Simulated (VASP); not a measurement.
# Nb (Im-3m) in VASP: a series of runs, part 2 of 2

VASP 6.6.1. Earlier steps stand in the parts before.

### Step 4. Relaxation of cell and atoms, PBE+D3(BJ)

Input file INCAR:

```
PREC = Accurate
ENCUT = 500
EDIFF = 1E-7
ISMEAR = 0
SIGMA = 0.1
LREAL = F
LASPH = T
NELM = 120
ALGO = Normal
ISIF = 3
LWAVE = F
LCHARG = F
GGA = PE
IVDW = 12
IBRION = 2
NSW = 100
EDIFFG = -0.05
GGA_COMPAT = F
NELMIN = 4
```

Input file KPOINTS:

```
Automatic mesh
0
Gamma
  8 8 8
```

Input file POSCAR:

```
Nb
1.0
   -1.6639500000      1.6639500000      1.6639500000
    1.6639500000     -1.6639500000      1.6639500000
    1.6639500000      1.6639500000     -1.6639500000
Nb
1
Direct
    0.0000000000      0.0000000000      0.0000000000
```

Potentials or basis: VASP PAW PBE potentials, release 64 (Nb_sv).

Started as:

```console
$ cat potpaw_PBE.64/Nb_sv/POTCAR > POTCAR
$ mpirun -np 1 vasp_std > vasp.out
```

OUTCAR:

```text
PREC = Accurate
   ENCUT = 500
   EDIFF = 1E-7
   ISMEAR = 0
   LREAL = F
   LASPH = T
   NELM = 120
   ISIF = 3
   GGA = PE
   IVDW = 12
   IBRION = 2
   NSW = 100
   EDIFFG = -0.05
   NELMIN = 4
 IVDW          = 12

 ion  position               nearest neighbor table
   1  0.000  0.000  0.000-

  LATTYP: Found a body centered cubic cell.
 ALAT       =     3.3279000000

  Lattice vectors:

 A1 = (  -1.6639500000,   1.6639500000,   1.6639500000)
 A2 = (   1.6639500000,  -1.6639500000,   1.6639500000)
 A3 = (   1.6639500000,   1.6639500000,  -1.6639500000)

Analysis of symmetry for initial positions (statically):
=====================================================================
 Subroutine PRICEL returns:
 Original cell was already a primitive cell.

 Routine SETGRP: Setting up the symmetry group for a
 body centered cubic supercell.

 Subroutine GETGRP returns: Found 48 space group operations
 (whereof 48 operations were pure point group operations)
 out of a pool of 48 trial point group operations.

The static configuration has the point symmetry O_h .

Analysis of symmetry for dynamics (positions and initial velocities):
=====================================================================
 Subroutine PRICEL returns:
 Original cell was already a primitive cell.

 Routine SETGRP: Setting up the symmetry group for a
 body centered cubic supercell.

 Subroutine GETGRP returns: Found 48 space group operations
 (whereof 48 operations were pure point group operations)
 out of a pool of 48 trial point group operations.

The dynamic configuration has the point symmetry O_h .

 Subroutine INISYM returns: Found 48 space group operations
 (whereof 48 operations are pure point group operations),
 and found     1 'primitive' translations

----------------------------------------------------------------------------------------

                                     Primitive cell

  volume of cell :      18.4281

[... 96 lines left out ...]
   PSTRESS=    0.0 pullay stress
   NELECT =      13.0000    total number of electrons
   NUPDOWN=      -1.0000    fix difference up-down
   EMIN   =  10.00;   EMAX   =-10.00  energy-range for DOS
   EFERMI =   0.00;   METHOD = LEGACY
   ISMEAR =     0;   SIGMA  =   0.10  broadening in eV -4-tet -1-fermi 0-gaus
   EFERMI_NEDOS =   21; number of points for ismear=-14 and -15
   IALGO  =     38    algorithm
   IMIX   =      4    mixing-type and parameters
     AMIX     =   0.40;   BMIX     =  1.00
     AMIX_MAG =   1.60;   BMIX_MAG =  1.00
  volume/ion in A,a.u.               =      18.43       124.36
  Fermi-wavevector in a.u.,A,eV,Ry     =   1.457345  2.753983 28.896790  2.123854
  Thomas-Fermi vector in A             =   2.574157
   LORBIT       =      0    0 simple, 1 ext, 2 COOP (PROOUT), +10 PAW based schemes
   GGA     = PE    functional components
   LHFCALC =     F    Hartree Fock is set to
   AEXX    =    0.0000 exact exchange contribution
   IVDW    =    12    specifies the selected vdW correction
   LEPSILON=     F    determine dielectric tensor
   LRPA    =     F    only Hartree local field effects (RPA)
 conjugate gradient relaxation of ions
 non-spin polarized calculation
 Gauss-broadening in eV      SIGMA  =   0.10
  energy-cutoff  :      500.00
  volume of cell :       18.43
 maximum number of plane-waves:       484
 NGX is ok and might be reduce to    24
   NGX = 11   NGY = 11   NGZ = 11

--------------------------------------- Ionic step        1  -------------------------------------------

 number of electron      12.9999999 magnetization

 Free energy of the ion-electron system (eV)
  ---------------------------------------------------
  ext. energy  EPLUGINS =         0.00000000
  ---------------------------------------------------
  free energy    TOTEN  =       -10.24356838 eV

  energy without entropy =      -10.23696858  energy(sigma->0) =      -10.24026848

------------------------ aborting loop because EDIFF is reached ----------------------------------------

 Edisp (eV)   -0.71829

 E8    (eV) :    -0.3486
[... 69 lines left out ...]
--------------------------------------- Ionic step        3  -------------------------------------------

 number of electron      13.0000001 magnetization

 Free energy of the ion-electron system (eV)
  ---------------------------------------------------
  ext. energy  EPLUGINS =         0.00000000
  ---------------------------------------------------
  free energy    TOTEN  =       -10.23243559 eV

  energy without entropy =      -10.22577830  energy(sigma->0) =      -10.22910694

 E-fermi :  11.4461     XC(G=0): -12.6562

 val. band max:       11.4124828601   @ k =   0.3750   0.2500   0.0000
 cond. band min:      11.4703786663   @ k =   0.2500   0.0000   0.0000
 fundamental gap:      0.0578958062
 Fermi energy:        11.4460850941

 k-point     1 :       0.0000    0.0000    0.0000
  band No.  band energies     occupation
      1     -42.7752      2.00000
      2     -18.0043      2.00000
      3     -18.0043      2.00000
      4     -18.0043      2.00000
      5       5.5902      2.00000
      6      11.9299      0.00000
      7      11.9299      0.00000
      8      11.9299      0.00000
      9      14.9383      0.00000
     10      14.9383      0.00000
[... 287 lines left out ...]
 k-point    24 :      -0.3750    0.3750    0.2500
  band No.  band energies     occupation
      1     -42.4397      2.00000
      2     -19.1038      2.00000
      3     -18.6772      2.00000
      4     -18.5473      2.00000
      5       9.1141      2.00000
      6       9.6474      2.00000
      7      12.5520      0.00000
      8      13.3343      0.00000
      9      16.1894      0.00000
     10      17.6334      0.00000

 [... further k-points ...]

------------------------ aborting loop because EDIFF is reached ----------------------------------------

 Edisp (eV)   -0.75852

 E8    (eV) :    -0.3685
[... 24 lines left out ...]
  FREE ENERGIE OF THE ION-ELECTRON SYSTEM (eV)
  ---------------------------------------------------
  free  energy   TOTEN  =       -10.9909584347 eV

  energy  without entropy=      -10.9843011517  energy(sigma->0) =      -10.98762979

 reached required accuracy - stopping structural energy minimisation
```

OSZICAR:

```text
N       E                     dE             d eps       ncg     rms          rms(c)
DAV:   1     0.114728814360E+03    0.11473E+03   -0.72420E+03   580   0.125E+03
DAV:   2    -0.548070329093E+01   -0.12021E+03   -0.11722E+03   638   0.440E+02
DAV:   3    -0.104133440233E+02   -0.49326E+01   -0.47590E+01   856   0.757E+01
[... 35 lines left out ...]
DAV:   9    -0.102324326990E+02    0.75478E-05   -0.45507E-05   640   0.116E-01    0.174E-02
DAV:  10    -0.102324349186E+02   -0.22196E-05   -0.20263E-06   656   0.237E-02    0.512E-03
DAV:  11    -0.102324354473E+02   -0.52865E-06   -0.26679E-07   480   0.831E-03    0.782E-04
DAV:  12    -0.102324355894E+02   -0.14215E-06   -0.25660E-08   304   0.293E-03    0.196E-04
DAV:  13    -0.102324355864E+02    0.30243E-08   -0.66680E-09   302   0.121E-03
   3 F= -.10990958E+02 E0= -.10987630E+02  d E =-.291029E-01
```

It took 32 s on 1 thread of Intel Xeon 8259CL, shared host; peak memory 0.15 GiB.

Results:

- Free energy: -10.9910 eV
- Relaxed volume: 17.49 Å³/atom
- Relaxed cell: a = 2.833 Å, b = 2.833 Å, c = 2.833 Å, α = 109.47°, β = 109.47°, γ = 109.47°
- Space group after relaxing (to 0.05 Å): Im-3m (No. 229)
- Energy gained by relaxing: 29.1 meV/atom
- Ionic steps: 3
- Pressure after relaxing: -0.4 GPa
- Dispersion energy per atom: -0.759 eV

Step by step:
| step | energy change (eV) | largest force (eV/Å) | pressure (GPa) | volume (Å³) |
| --- | --- | --- | --- | --- |
| 1 | 0.0000 | 0.0000 | -9.22 | 18.43 |
| 2 | 0.0896 | 0.0000 | 24.03 | 15.74 |
| 3 | -0.0291 | 0.0000 | -0.36 | 17.49 |

Final structure:
```
Nb
1.0
    -1.63534    1.63534    1.63534
     1.63534   -1.63534    1.63534
     1.63534    1.63534   -1.63534
Nb
1
Direct
  0.00000 0.00000 0.00000
```

Caveat: pairwise dispersion overbinds metals, which lowers pressure and volume.

### Step 5. Summary

```tsv
task	cell	gap on the mesh (eV)	pressure (GPa)
single point	a = 2.882 Å, angles 109.5°, 1 atom	none	-9.2
single point	a = 2.832 Å, angles 109.5°, 1 atom	none	-0.3
relaxation of cell and atoms	relaxed from a = 2.882 Å, angles 109.5°, 1 atom	none	-0.4
```

Alike in all rows: level PBE+D3(BJ); potentials or basis VASP PAW PBE potentials, release 64 (Nb_sv); no spin polarisation; k mesh 8 × 8 × 8; cutoff (eV) 500; smearing gaussian 0.1 eV.

Caveats: pairwise dispersion overbinds metals, which lowers pressure and volume.

Total energies depend on the potentials used, so only differences within one code and one set of settings carry meaning.
